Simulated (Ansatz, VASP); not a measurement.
**Two plane-wave programs on CdSe**

```
Cd Se
1.0
     0.00000    3.04132    3.04132
     3.04132    0.00000    3.04132
     3.04132    3.04132    0.00000
Cd Se
1 1
Direct
  0.00000 0.00000 0.00000
  0.75000 0.75000 0.75000
```

Alike in both runs: functional PBEsol; k mesh 12 × 12 × 12; occupations fermi-dirac, width 0.05 eV; no spin polarisation.

Ansatz relaxed the structure, and its values are those at the end. VASP's run is a single point on that final structure, the one shown.

```csv
,VASP,Ansatz
version,VASP 6.6.1,Ansatz 0.2.0
potentials or method,"VASP PAW PBE potentials, release 64 (Cd, Se)","PAW with Ansatz's default frozen-core files, scalar-relativistic"
plane-wave cutoff (eV),520,420
valence electrons in the cell,18,36
```

VASP gave:

```
pressure (GPa) : 0.3
```

**Question.** Which values does Ansatz return?

**Answer.** Pressure (GPa): 0.0.

VASP's potentials were made for PBE, not for PBEsol. VASP's potentials hold 18 valence electrons a cell and Ansatz's 36, so a difference there can come from the potentials and not from the codes.
